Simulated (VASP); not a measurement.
# In2GeS2 (P-3m1) in VASP: further runs

Runs on In2GeS2. Level: PBE. Tasks: single point, relaxation of cell and atoms.

Program: VASP 6.6.1. These are calculated values, not measurements. Logs are shortened: lines on timing, memory, paths and dates and some standing lists are left out, and cuts for length are marked.

### 1 The cell of the first run

Symmetry: P-3m1, No. 164, trigonal system. The conventional cell has a = 3.746 Å, b = 3.746 Å, c = 10.156 Å, α = 90.00°, β = 90.00°, γ = 120.00°. In (site symmetry 3m) has 3 S at 2.73 Å and 3 Ge at 3.67 Å and 6 In at 3.75 Å within 3.8 Å. Ge (site symmetry -3m) has 6 S at 2.52 Å within 3.3 Å. S (site symmetry 3m) has 3 Ge at 2.52 Å and 3 In at 2.73 Å and 3 S at 3.37 Å within 3.4 Å.

The cell was built from a structure type or drawn by symmetry, and may not be a known phase.

### 2 Single point, PBE

Input file INCAR:

```
SYSTEM = In2GeS2
  PREC = Accurate
  ENCUT = 520
  EDIFF = 1E-6
  ISMEAR = 0
  SIGMA = 0.1
  LREAL = .FALSE.
  LASPH = .TRUE.
  NELM = 60
  ALGO = Normal
  ISIF = 2
  LWAVE = .FALSE.
  LCHARG = .TRUE.
  GGA = PE
  LELF = .TRUE.
  LVHAR = .TRUE.
  NBANDS = 34
```

Input file KPOINTS:

```
regular mesh
0
G
  6 6 2
  0 0 0
```

Input file POSCAR:

```
In2GeS2
1.0
    3.7456654300      0.0000000000      0.0000000000
   -1.8728327100      3.2438414100      0.0000000000
    0.0000000000      0.0000000000     10.1555141200
In Ge S
2 1 2
Direct
    0.6666666700      0.3333333300      0.2917240000
    0.3333333300      0.6666666700      0.7082760000
    0.0000000000      0.0000000000      0.0000000000
    0.6666666700      0.3333333300      0.8726159900
    0.3333333300      0.6666666700      0.1273840100
```

Potentials or basis: VASP PAW PBE potentials, release 64 (In_d, Ge_d, S).

Command:

```console
cat potpaw_PBE.64/In_d/POTCAR potpaw_PBE.64/Ge_d/POTCAR potpaw_PBE.64/S/POTCAR > POTCAR
mpirun -np 1 vasp_std > vasp.out
```

OUTCAR:

```text
SYSTEM = In2GeS2
   PREC = Accurate
   ENCUT = 520
   EDIFF = 1E-6
   ISMEAR = 0
   LREAL = .FALSE.
   LASPH = .TRUE.
   NELM = 60
   ISIF = 2
   GGA = PE

 ion  position               nearest neighbor table
   1  0.667  0.333  0.292-   5 2.73   5 2.73   5 2.73
   2  0.333  0.667  0.708-   4 2.73   4 2.73   4 2.73
   3  0.000  0.000  0.000-   4 2.52   5 2.52   5 2.52   4 2.52   4 2.52   5 2.52
   4  0.667  0.333  0.873-   3 2.52   3 2.52   3 2.52   2 2.73   2 2.73   2 2.73
   5  0.333  0.667  0.127-   3 2.52   3 2.52   3 2.52   1 2.73   1 2.73   1 2.73

  LATTYP: Found a hexagonal cell.
 ALAT       =     3.7456654300
 C/A-ratio  =     2.7112710171

  Lattice vectors:

 A1 = (   3.7456654300,   0.0000000000,   0.0000000000)
 A2 = (  -1.8728327100,   3.2438414100,   0.0000000000)
 A3 = (   0.0000000000,   0.0000000000,  10.1555141200)

Analysis of symmetry for initial positions (statically):
=====================================================================
 Subroutine PRICEL returns:
 Original cell was already a primitive cell.

 Routine SETGRP: Setting up the symmetry group for a
 hexagonal supercell.

 Subroutine GETGRP returns: Found 12 space group operations
 (whereof 12 operations were pure point group operations)
 out of a pool of 24 trial point group operations.

The static configuration has the point symmetry D_3d.

Analysis of symmetry for dynamics (positions and initial velocities):
=====================================================================
 Subroutine PRICEL returns:
 Original cell was already a primitive cell.

 Routine SETGRP: Setting up the symmetry group for a
 hexagonal supercell.

 Subroutine GETGRP returns: Found 12 space group operations
 (whereof 12 operations were pure point group operations)
 out of a pool of 24 trial point group operations.

The dynamic configuration has the point symmetry D_3d.

 Subroutine INISYM returns: Found 12 space group operations
 (whereof 12 operations are pure point group operations),
 and found     1 'primitive' translations

----------------------------------------------------------------------------------------

                                     Primitive cell

  volume of cell :     123.3930

  direct lattice vectors                    reciprocal lattice vectors
     3.745665430  0.000000000  0.000000000     0.266975259  0.154138238  0.000000000
    -1.872832710  3.243841410  0.000000000     0.000000000  0.308276476  0.000000000
     0.000000000  0.000000000 10.155514120     0.000000000  0.000000000  0.098468673

  length of vectors
[... 81 lines left out ...]
   IBRION =     -1    ionic relax: 0-MD 1-quasi-New 2-CG
   NFREE  =      0    steps in history (QN), initial steepest desc. (CG)
   ISIF   =      2    stress and relaxation
   ISYM   =      2    0-nonsym 1-usesym 2-fastsym
   POTIM  = 0.5000    time-step for ionic-motion
   TEBEG  =    0.0;   TEEND  =   0.0 temperature during run
   PSTRESS=    0.0 pullay stress
   NELECT =      52.0000    total number of electrons
   NUPDOWN=      -1.0000    fix difference up-down
   EMIN   =  10.00;   EMAX   =-10.00  energy-range for DOS
   EFERMI =   0.00;   METHOD = LEGACY
   ISMEAR =     0;   SIGMA  =   0.10  broadening in eV -4-tet -1-fermi 0-gaus
   EFERMI_NEDOS =   21; number of points for ismear=-14 and -15
   IALGO  =     38    algorithm
   IMIX   =      4    mixing-type and parameters
     AMIX     =   0.40;   BMIX     =  1.00
     AMIX_MAG =   1.60;   BMIX_MAG =  1.00
  volume/ion in A,a.u.               =      24.68       166.54
  Fermi-wavevector in a.u.,A,eV,Ry     =   1.227380  2.319412 20.496662  1.506462
  Thomas-Fermi vector in A             =   2.362346
   LORBIT       =      0    0 simple, 1 ext, 2 COOP (PROOUT), +10 PAW based schemes
   GGA     = PE    functional components
   LHFCALC =     F    Hartree Fock is set to
   AEXX    =    0.0000 exact exchange contribution
   IVDW    =     0    specifies the selected vdW correction
   LEPSILON=     F    determine dielectric tensor
   LRPA    =     F    only Hartree local field effects (RPA)
 non-spin polarized calculation
 Gauss-broadening in eV      SIGMA  =   0.10
  energy-cutoff  :      520.00
  volume of cell :      123.39
 maximum number of plane-waves:      3344
 NGX is ok and might be reduce to    28
   NGX = 13   NGY = 13   NGZ = 37

 number of electron      52.0000016 magnetization

 Free energy of the ion-electron system (eV)
  ---------------------------------------------------
  ext. energy  EPLUGINS =         0.00000000
  ---------------------------------------------------
  free energy    TOTEN  =       -18.20673053 eV

  energy without entropy =      -18.20527671  energy(sigma->0) =      -18.20600362

 E-fermi :   5.6119     XC(G=0):  -9.4037

 val. band max:        5.5027341536   @ k =   0.5000   0.0000   0.0000
 cond. band min:       5.7205747319   @ k =   0.5000   0.0000   0.5000
 fundamental gap:      0.2178405783
 Fermi energy:         5.6119378046

 k-point     1 :       0.0000    0.0000    0.0000
  band No.  band energies     occupation
      1     -19.2934      2.00000
      2     -19.2934      2.00000
      3     -19.2858      2.00000
      4     -19.2710      2.00000
      5     -19.2710      2.00000
      6     -10.1557      2.00000
[... 507 lines left out ...]
     33      10.1720      0.00000
     34      12.1084      0.00000

------------------------ aborting loop because EDIFF is reached ----------------------------------------

  FORCE on cell =-STRESS in cart. coord.  units (eV):
  Direction    XX          YY          ZZ          XY          YZ          ZX
  --------------------------------------------------------------------------------------
  -------------------------------------------------------------------------------------
  Total        6.4707711      6.4707711      8.7554930      0.0000000      0.0000000      0.0000000
  in kB       84.0187298     84.0187295    113.6843486      0.0000001      0.0000000      0.0000000
  external PRESSURE =      93.9072693 kB  Pullay stress =       0.0000000 kB

 VOLUME and BASIS-vectors are now :
 -----------------------------------------------------------------------------
  energy-cutoff  :      520.00
  volume of cell :      123.39
      direct lattice vectors                 reciprocal lattice vectors
     3.745665430  0.000000000  0.000000000     0.266975259  0.154138238  0.000000000
    -1.872832710  3.243841410  0.000000000     0.000000000  0.308276476  0.000000000
     0.000000000  0.000000000 10.155514120     0.000000000  0.000000000  0.098468673

 POSITION                                       TOTAL-FORCE (eV/Angst)
 -----------------------------------------------------------------------------------
      1.87283      1.08128      2.96261        -0.000000      0.000000      1.278733
     -0.00000      2.16256      7.19291         0.000000     -0.000000     -1.278733
      0.00000      0.00000      0.00000         0.000000      0.000000      0.000000
      1.87283      1.08128      8.86186        -0.000000      0.000000     -0.752783
     -0.00000      2.16256      1.29365         0.000000      0.000000      0.752783
 -----------------------------------------------------------------------------------
    total drift:                                0.000000      0.000000     -0.000000

  FREE ENERGIE OF THE ION-ELECTRON SYSTEM (eV)
  ---------------------------------------------------
  free  energy   TOTEN  =       -18.2067305255 eV

  energy  without entropy=      -18.2052767098  energy(sigma->0) =      -18.20600362
```

stdout:

```text
POSCAR found type information on POSCAR InGeS
 POSCAR found :  3 types and       5 ions
 scaLAPACK will be used
 LDA part: xc-table for (Slater+PW92), standard interpolation
 POSCAR, INCAR and KPOINTS ok, starting setup
 FFT: planning ... GRIDC
 FFT: planning ... GRID_SOFT
 FFT: planning ... GRID
 WAVECAR not read
 entering main loop
```

Wall time 44 s (1 thread of AMD EPYC 9R45 (Zen 5), shared host); peak memory 0.22 GiB.

Results:

- Free energy: -18.2067 eV
- Pressure: 9.4 GPa
- Largest force: 1.279 eV/Å
- Band gap on the k mesh: 0.22 eV (least direct gap 0.43 eV)

Forces on the atoms (eV/Å):
```
In   0.000  0.000  1.279
In   0.000  0.000 -1.279
Ge   0.000  0.000  0.000
S    0.000  0.000 -0.753
S    0.000  0.000  0.753
```

Caveat: the cell stands under pressure; spin-orbit coupling is left out, which moves the levels of the heavy elements; forces of over 1 eV/Å act on the atoms, so gaps and moduli don't describe the material at rest. A k mesh can miss the band edges.

### 3 Single point, PBE

This run uses another cell than the first one, of 24.54 Å³/atom.

Input file INCAR:

```
  ALGO = Normal
  EDIFF = 1E-7
  ENCUT = 520
  GGA = PE
  ISIF = 2
  ISMEAR = 0
  LASPH = True
  LCHARG = True
  LELF = True
  LREAL = False
  LVHAR = True
  LWAVE = False
  NBANDS = 34
  NELM = 60
  PREC = Accurate
  SIGMA = 0.1
```

Input file KPOINTS:

```
k-points
0
Gamma
  6 6 2
```

Input file POSCAR:

```
In2GeS2
1.0
    3.9129985307     -0.0000000030      0.0000000000
   -1.9564992628      3.3887561341      0.0000000000
    0.0000000000      0.0000000000      9.2538056670
In Ge S
2 1 2
Direct
    0.6666666667      0.3333333333      0.3543183379
    0.3333333333      0.6666666667      0.6456816621
    0.0000000000      0.0000000000      0.0000000000
    0.6666666667      0.3333333333      0.8322791890
    0.3333333333      0.6666666667      0.1677208110
```

Potentials or basis: VASP PAW PBE potentials, release 64 (In_d, Ge_d, S).

Command:

```console
cat potpaw_PBE.64/In_d/POTCAR potpaw_PBE.64/Ge_d/POTCAR potpaw_PBE.64/S/POTCAR > POTCAR
mpirun -np 1 vasp_std > vasp.out
```

Wall time 53 s (1 thread of AMD EPYC 9R45 (Zen 5), shared host); peak memory 0.23 GiB.

It converged, with:

| Property | Result |
| --- | --- |
| Free energy | -19.1337 eV |
| Pressure | -0.1 GPa |
| Largest force | 0.013 eV/Å |
| Band gap on the k mesh | zero (bands 26 and 27 overlap by 0.64 eV) |

Forces on the atoms (eV/Å):
```
In   0.000  0.000  0.013
In   0.000  0.000 -0.013
Ge   0.000  0.000  0.000
S    0.000  0.000  0.008
S    0.000  0.000 -0.008
```

Levels at points of the mesh, in eV from the Fermi level:
| k point | band 23 | band 24 | band 25 | band 26 | band 27 | band 28 | band 29 | band 30 |
| --- | --- | --- | --- | --- | --- | --- | --- | --- |
| (0.00, 0.00, 0.00) | -2.13 | -2.13 | -1.15 | -0.37 | 1.87 | 2.20 | 2.20 | 3.00 |
| (0.50, 0.00, 0.00) | -3.24 | -2.48 | -2.36 | -0.70 | 0.56 | 1.59 | 1.71 | 2.11 |
| (0.00, 0.00, 0.50) | -2.14 | -2.12 | -2.12 | 0.61 | 0.78 | 2.13 | 2.13 | 4.58 |
| (0.50, 0.00, 0.50) | -3.48 | -2.54 | -2.24 | -1.12 | -0.02 | 2.41 | 2.63 | 3.32 |

Caveat: spin-orbit coupling is left out, which moves the levels of the heavy elements.

(Part 1 of 2 ends here.)
